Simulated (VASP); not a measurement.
# Sb (I4/mmm) in VASP: notebook

Runs on Sb. Level: PBEsol. Tasks: electric field gradients.

All numbers are computed with VASP 6.6.1; they aren't measurements. Logs are shortened: lines on timing, memory, paths and dates and some standing lists are left out, and cuts for length are marked.

## (1) The cell of the first run

It takes space group I4/mmm (No. 139, tetragonal). Conventional cell: a = 3.040 Å, b = 3.040 Å, c = 4.960 Å, α = 90.00°, β = 90.00°, γ = 90.00°. Sb (site symmetry 4/mmm) has 12 Sb at 3.04 to 3.28 Å within 4.0 Å.

## (2) Electric field gradients, PBEsol (equal xx and yy strain of +1 %)

INCAR

```
ALGO     = Normal         # electronic algorithm
EDIFF    = 1E-8           # SCF threshold, eV
ENCUT    = 400            # plane-wave cutoff, eV
GGA      = PS             # functional
GGA_COMPAT= False        
ISIF     = 2              # what is computed and relaxed
ISMEAR   = -1             # smearing method
ISYM     = 0            
LASPH    = True           # aspherical terms in the spheres
LCHARG   = False          # write CHGCAR
LEFG     = True         
LREAL    = False          # projectors in reciprocal space
LWAVE    = False          # write WAVECAR
NBANDS   = 8              # bands
NELM     = 120            # most SCF steps
PREC     = Accurate       # precision mode
SIGMA    = 0.03           # smearing width, eV
```

KPOINTS

```
k-points
0
Gamma
  13 13 15
```

POSCAR

```
Sb
1.0
   -1.5200500000      1.5200500000      2.4800000000
    1.5200500000     -1.5200500000      2.4800000000
    1.5200500000      1.5200500000     -2.4800000000
Sb
1
Direct
    0.0000000000      0.0000000000      0.0000000000
```

Potentials or basis: VASP PAW PBE potentials, release 64 (Sb).

The run is started by

```
cat potpaw_PBE.64/Sb/POTCAR > POTCAR
mpirun -np 1 vasp_std > vasp.out
```

OUTCAR:

```text
EDIFF = 1E-8
   ENCUT = 400
   GGA = PS
   ISIF = 2
   ISMEAR = -1
   ISYM = 0
   LASPH = True
   LREAL = False
   NELM = 120
   PREC = Accurate

 ion  position               nearest neighbor table
   1  0.000  0.000  0.000-

IMPORTANT INFORMATION: All symmetrisations will be switched off!
NOSYMM: (Re-)initialisation of all symmetry stuff for point group C_1.

----------------------------------------------------------------------------------------

                                     Primitive cell

  volume of cell :      22.9207

  direct lattice vectors                    reciprocal lattice vectors
    -1.520050000  1.520050000  2.480000000     0.000000000  0.328936548  0.201612903
     1.520050000 -1.520050000  2.480000000     0.328936548  0.000000000  0.201612903
     1.520050000  1.520050000 -2.480000000     0.328936548  0.328936548  0.000000000

  length of vectors
     3.281996954  3.281996954  3.281996954     0.385806967  0.385806967  0.465186528

  position of ions in fractional coordinates (direct lattice)
     0.000000000  0.000000000  0.000000000

  ion indices of the primitive-cell ions
   primitive index   ion index
                 1           1

----------------------------------------------------------------------------------------

 KPOINTS: k-points

Automatic generation of k-mesh.
 Grid dimensions read from file:
 generate k-points for:   13   13   15

 Generating k-lattice:

  Cartesian coordinates                     Fractional coordinates (reciprocal lattice)
     0.000000000  0.025302811  0.015508685     0.076923077  0.000000000 -0.000000000
     0.025302811  0.000000000  0.015508685     0.000000000  0.076923077 -0.000000000
     0.021929103  0.021929103  0.000000000     0.000000000  0.000000000  0.066666667

  Length of vectors
     0.029677459  0.029677459  0.031012435

  Shift w.r.t. Gamma in fractional coordinates (k-lattice)
     0.000000000  0.000000000  0.000000000

 -----------------------------------------------------------------------------
|                                                                             |
|           W    W    AA    RRRRR   N    N  II  N    N   GGGG   !!!           |
|           W    W   A  A   R    R  NN   N  II  NN   N  G    G  !!!           |
|           W    W  A    A  R    R  N N  N  II  N N  N  G       !!!           |
|           W WW W  AAAAAA  RRRRR   N  N N  II  N  N N  G  GGG   !            |
|           WW  WW  A    A  R   R   N   NN  II  N   NN  G    G                |
|           W    W  A    A  R    R  N    N  II  N    N   GGGG   !!!           |
|                                                                             |
|     Your reciprocal lattice and k-lattice belong to different lattice       |
|     classes:                                                                |
|                                                                             |
|        The reciprocal lattice is body-centered tetragonal,                  |
|        whereas your k-lattice is base-centered monoclinic.                  |
|                                                                             |
|     Results are often still useful ...                                      |
|                                                                             |
 -----------------------------------------------------------------------------

 WARNING: IBZKPT: internal override: KBLOWUP is changed to .FALSE.
      ... skipping the blow-up phase ...

 Subroutine IBZKPT returns following result:
 ===========================================

 Found   1268 irreducible k-points:

 Following reciprocal coordinates:
            Coordinates               Weight
  0.000000  0.000000  0.000000      1.000000
  0.076923 -0.000000  0.000000      2.000000
  0.153846  0.000000 -0.000000      2.000000
  0.230769  0.000000 -0.000000      2.000000
  0.307692  0.000000 -0.000000      2.000000
  0.384615 -0.000000  0.000000      2.000000
[... 16 lines left out ...]
  0.153846  0.153846 -0.000000      2.000000
  0.230769  0.153846 -0.000000      2.000000
 [... further k-points ...]
   k-points           NKPTS =   1268   k-points in BZ     NKDIM =   1268   number of bands    NBANDS=      8
   number of dos      NEDOS =    301   number of ions     NIONS =      1
   total plane-waves  NPLWV =  13824
   dimension x,y,z NGX =    24 NGY =   24 NGZ =   24
   dimension x,y,z NGXF=    48 NGYF=   48 NGZF=   48
   ions per type =               1
   NGX,Y,Z   is equivalent  to a cutoff of  12.16, 12.16, 12.16 a.u.
   NGXF,Y,Z  is equivalent  to a cutoff of  24.31, 24.31, 24.31 a.u.
 SYSTEM =  unknown system
   PREC   = accura    normal or accurate (medium, high low for compatibility)
   ISTART =      0    job   : 0-new  1-cont  2-samecut
   ICHARG =      2    charge: 1-file 2-atom 10-const
   ISPIN  =      1    spin polarized calculation?
   LNONCOLLINEAR =      F non collinear calculations
   LSORBIT =      F    spin-orbit coupling
   LASPH  =      T    aspherical Exc in radial PAW
   ENCUT  =  400.0 eV  29.40 Ry    5.42 a.u.   5.35  5.35  5.35*2*pi/ulx,y,z
   NELM   =    120;   NELMIN=  2; NELMDL= -5     # of ELM steps
   EDIFF  = 0.1E-07   stopping-criterion for ELM
   LREAL  =      F    real-space projection
   EDIFFG = 0.1E-06   stopping-criterion for IOM
   NSW    =      0    number of steps for IOM
   IBRION =     -1    ionic relax: 0-MD 1-quasi-New 2-CG
   NFREE  =      0    steps in history (QN), initial steepest desc. (CG)
   ISIF   =      2    stress and relaxation
   ISYM   =      0    0-nonsym 1-usesym 2-fastsym
   POTIM  = 0.5000    time-step for ionic-motion
   TEBEG  =    0.0;   TEEND  =   0.0 temperature during run
   PSTRESS=    0.0 pullay stress
   NELECT =       5.0000    total number of electrons
   NUPDOWN=      -1.0000    fix difference up-down
   EMIN   =  10.00;   EMAX   =-10.00  energy-range for DOS
   EFERMI =   0.00;   METHOD = LEGACY
   ISMEAR =    -1;   SIGMA  =   0.03  broadening in eV -4-tet -1-fermi 0-gaus
   EFERMI_NEDOS =   21; number of points for ismear=-14 and -15
   IALGO  =     38    algorithm
   IMIX   =      4    mixing-type and parameters
     AMIX     =   0.40;   BMIX     =  1.00
     AMIX_MAG =   1.60;   BMIX_MAG =  1.00
  volume/ion in A,a.u.               =      22.92       154.68
  Fermi-wavevector in a.u.,A,eV,Ry     =   0.985498  1.862321 13.214061  0.971206
  Thomas-Fermi vector in A             =   2.116809
   LORBIT       =      0    0 simple, 1 ext, 2 COOP (PROOUT), +10 PAW based schemes
   GGA     = PS    functional components
   LHFCALC =     F    Hartree Fock is set to
   AEXX    =    0.0000 exact exchange contribution
   IVDW    =     0    specifies the selected vdW correction
   LEPSILON=     F    determine dielectric tensor
   LRPA    =     F    only Hartree local field effects (RPA)
 non-spin polarized calculation
  energy-cutoff  :      400.00
  volume of cell :       22.92
 maximum number of plane-waves:       427
 NGX is ok and might be reduce to    24
   NGX = 11   NGY = 11   NGZ = 11

 number of electron       5.0000001 magnetization

 Free energy of the ion-electron system (eV)
  ---------------------------------------------------
  ext. energy  EPLUGINS =         0.00000000
  ---------------------------------------------------
  free energy    TOTEN  =        -4.19432064 eV

  energy without entropy =       -4.19242929  energy(sigma->0) =       -4.19337497

 E-fermi :  10.6401     XC(G=0): -11.0396

 val. band max:       10.6359137623   @ k =  -0.3846   0.3077   0.1333
 cond. band min:      10.6503655122   @ k =  -0.3077  -0.0769   0.1333
 fundamental gap:      0.0144517499
 Fermi energy:        10.6401433276

 k-point     1 :       0.0000    0.0000    0.0000
  band No.  band energies     occupation
      1      -3.6963      2.00000
      2      17.0185      0.00000
      3      17.2366      0.00000
      4      17.2388      0.00000
      5      20.7525      0.00000
      6      21.0831      0.00000
      7      21.6995      0.00000
      8      21.7009      0.00000

 k-point     2 :       0.0769   -0.0000    0.0000
  band No.  band energies     occupation
      1      -3.5592      2.00000
      2      15.8213      0.00000
      3      16.7019      0.00000
      4      17.1528      0.00000
      5      20.1502      0.00000
      6      21.1638      0.00000
      7      21.9621      0.00000
      8      22.1110      0.00000

 k-point     3 :       0.1538    0.0000   -0.0000
  band No.  band energies     occupation
      1      -3.1483      2.00000
      2      13.2531      0.00000
      3      15.8898      0.00000
      4      16.9636      0.00000
      5      19.5496      0.00000
      6      20.7060      0.00000
      7      22.6460      0.00000
      8      22.8843      0.00000

 k-point     4 :       0.2308    0.0000   -0.0000
  band No.  band energies     occupation
      1      -2.4663      2.00000
      2      10.5647      1.85036
      3      15.0206      0.00000
      4      16.7788      0.00000
      5      18.9631      0.00000
      6      20.3344      0.00000
      7      23.2510      0.00000
      8      24.1564      0.00000

 k-point     5 :       0.3077    0.0000   -0.0000
  band No.  band energies     occupation
      1      -1.5227      2.00000
      2       8.0294      2.00000
      3      14.2749      0.00000
      4      16.6584      0.00000
      5      18.4404      0.00000
      6      20.2621      0.00000
      7      22.6432      0.00000
      8      23.2872      0.00000
[... 177 lines left out ...]
 k-point    22 :       0.0769    0.1538   -0.0000
  band No.  band energies     occupation
      1      -2.8631      2.00000
      2      12.5970      0.00000
      3      14.7214      0.00000
      4      16.2513      0.00000
      5      19.7325      0.00000
      6      20.5467      0.00000
      7      22.1415      0.00000
      8      23.7699      0.00000

 k-point    23 :       0.1538    0.1538   -0.0000
  band No.  band energies     occupation
      1      -2.3063      2.00000
      2      11.8892      0.00000
      3      12.4945      0.00000
      4      15.4623      0.00000
      5      20.1692      0.00000
      6      20.5610      0.00000
      7      22.4879      0.00000
      8      22.5894      0.00000

 k-point    24 :       0.2308    0.1538   -0.0000
  band No.  band energies     occupation
      1      -1.4841      2.00000
      2       9.5945      2.00000
      3      11.9922      0.00000
      4      14.6249      0.00000
      5      19.5837      0.00000
      6      20.7036      0.00000
      7      22.2496      0.00000
      8      23.2263      0.00000

 [... further k-points ...]

------------------------ aborting loop because EDIFF is reached ----------------------------------------

  FORCE on cell =-STRESS in cart. coord.  units (eV):
  Direction    XX          YY          ZZ          XY          YZ          ZX
  --------------------------------------------------------------------------------------
  -------------------------------------------------------------------------------------
  Total        1.8860825      1.8860825      1.6867737      0.0020135     -0.0095582     -0.0095582
  in kB      131.8389859    131.8389865    117.9071105      0.1407447     -0.6681288     -0.6681288
  external PRESSURE =     127.1950276 kB  Pullay stress =       0.0000000 kB

 VOLUME and BASIS-vectors are now :
 -----------------------------------------------------------------------------
  energy-cutoff  :      400.00
  volume of cell :       22.92
      direct lattice vectors                 reciprocal lattice vectors
    -1.520050000  1.520050000  2.480000000     0.000000000  0.328936548  0.201612903
     1.520050000 -1.520050000  2.480000000     0.328936548  0.000000000  0.201612903
     1.520050000  1.520050000 -2.480000000     0.328936548  0.328936548  0.000000000

 POSITION                                       TOTAL-FORCE (eV/Angst)
 -----------------------------------------------------------------------------------
      0.00000      0.00000      0.00000         0.000000      0.000000      0.000000
 -----------------------------------------------------------------------------------
    total drift:                                0.000000      0.000000      0.000000

  FREE ENERGIE OF THE ION-ELECTRON SYSTEM (eV)
  ---------------------------------------------------
  free  energy   TOTEN  =        -4.1943206427 eV

  energy  without entropy=       -4.1924292895  energy(sigma->0) =       -4.19337497

 Electric field gradients (V/A^2)
---------------------------------------------------------------------
 ion       V_xx      V_yy      V_zz      V_xy      V_xz      V_yz
---------------------------------------------------------------------
   1     -19.616   -19.616    39.233     3.399    -0.597    -0.597
---------------------------------------------------------------------

 Electric field gradients after diagonalization (V/A^2)
 (convention: |V_zz| > |V_xx| > |V_yy|)
----------------------------------------------------------------------
 ion       V_xx      V_yy      V_zz     asymmetry (V_yy - V_xx)/ V_zz
----------------------------------------------------------------------
   1     -23.016   -16.230    39.246       0.173
----------------------------------------------------------------------

           NMR quadrupolar parameters

 Cq : quadrupolar parameter    Cq=e*Q*V_zz/h
 eta: asymmetry parameters     (V_yy - V_xx)/ V_zz
 Q  : nuclear electric quadrupole moment in mb (millibarn)
----------------------------------------------------------------------
 ion       Cq(MHz)       eta       Q (mb)
----------------------------------------------------------------------
   1       0.095       0.173       1.000
----------------------------------------------------------------------
```

Wall time 2.8 min (1 thread of Intel Xeon 8259CL, shared host); peak memory 0.27 GiB.

Results:

| Quantity | Value |
| --- | --- |
| Free energy | -4.1943 eV |
| Pressure | 12.7 GPa |
| Band gap on the k mesh | zero (an odd number of electrons rules out a gap without spin polarisation) |
| Largest electric field gradient by atom | Sb +39.2 V/Å² |

Stress tensor (GPa, compression positive):
```
13.18  0.01 -0.07
 0.01 13.18 -0.07
-0.07 -0.07 11.79
```

Levels at points of the mesh, in eV from the Fermi level:
```csv
k point,band 1,band 2,band 3,band 4,band 5,band 6,band 7,band 8
"(0.00, 0.00, 0.00)",-14.34,6.38,6.60,6.60,10.11,10.44,11.06,11.06
```

Electric field gradients, principal values (V/Å²):
| atom | least | middle | greatest (by size) |
| --- | --- | --- | --- |
| 1 Sb | -16.230 | -23.016 | 39.246 |

Caveat: the cell differs from its parent crystal (equal xx and yy strain of +1 %); the cell stands under pressure; without QUAD_EFG the Cq values of the log hold for a quadrupole moment of 1 mb, not for the nuclei; the PAW data sets were made with another functional, which shifts forces and pressure a little; spin-orbit coupling is left out, which moves the levels of the heavy elements; an odd number of electrons without spin polarisation forces a metal; a magnetic or distorted state may lie lower.

(Continued in part 2 of 2.)
